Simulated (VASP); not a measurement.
Write the native input for VASP 6.6.1 that does the following.

```
Task                               : single point
Functional                         : PBE-based screened hybrid
Potentials or basis                : VASP PAW PBE potentials, release 64 (Li_sv, H)
Cutoff                             : 520 eV
k mesh                             : 4 × 4 × 4
Occupations                        : gaussian, width 0.01 eV
Spin                               : no spin polarisation
Dipole correction                  : no
Grid for exact exchange (PRECFOCK) : Normal
Share of exact exchange            : 0.05
Further INCAR settings             : ALGO = Normal; EDIFF = 1e-06; NBANDS = 9
Screening parameter                : 0.3 1/Å
```

Crystal: LiH.

```
Li H
1.0
     2.50166    0.00000    0.00000
     0.00000    2.50166    0.00000
     0.00000    0.00000    2.50166
Li H
1 1
Direct
  0.00000 0.00000 0.00000
  0.50000 0.50000 0.50000
```

The input as run:

POSCAR

```
LiH
1.0
    2.5016587118      0.0000000000      0.0000000000
    0.0000000000      2.5016587118      0.0000000000
    0.0000000000      0.0000000000      2.5016587118
Li H
1 1
Direct
    0.0000000000      0.0000000000      0.0000000000
    0.5000000000      0.5000000000      0.5000000000
```

INCAR.step1

```
PREC = Accurate
ENCUT = 520
EDIFF = 1E-5
ISMEAR = 0
SIGMA = 0.01
LREAL = F
LASPH = T
NELM = 80
ALGO = Normal
ISIF = 2
LWAVE = T
LCHARG = F
NBANDS = 9
GGA = PE
```

INCAR.step2

```
PREC = Accurate
ENCUT = 520
EDIFF = 1E-6
ISMEAR = 0
SIGMA = 0.01
LREAL = F
LASPH = T
NELM = 80
ALGO = Normal
ISIF = 2
LWAVE = F
LCHARG = F
GGA = PE
LHFCALC = T
AEXX = 0.05
HFSCREEN = 0.3
PRECFOCK = Normal
NBANDS = 9
ISTART = 1
```

KPOINTS

```
Automatic mesh
0
Gamma
  4 4 4
```

Potentials or basis: VASP PAW PBE potentials, release 64 (Li_sv, H).

Command:

```bash
$ cat potpaw_PBE.64/Li_sv/POTCAR potpaw_PBE.64/H/POTCAR > POTCAR
$ cp INCAR.step1 INCAR
$ mpirun -np 1 vasp_std > vasp.out
$ cp INCAR.step2 INCAR
$ mpirun -np 1 vasp_std > vasp.out
```

Results of the run:

```
Band gap on the k mesh : 0.77 eV, indirect (least direct gap 4.33 eV)
```

Caveat: the k points lie up to 0.63 Å⁻¹ apart.

Wall time 8.1 s on 1 thread of Intel(R) Xeon(R) Platinum 8259CL CPU @ 2.50GHz (Skylake/Cascade Lake), with other jobs on the host, peak memory 0.22 GiB.
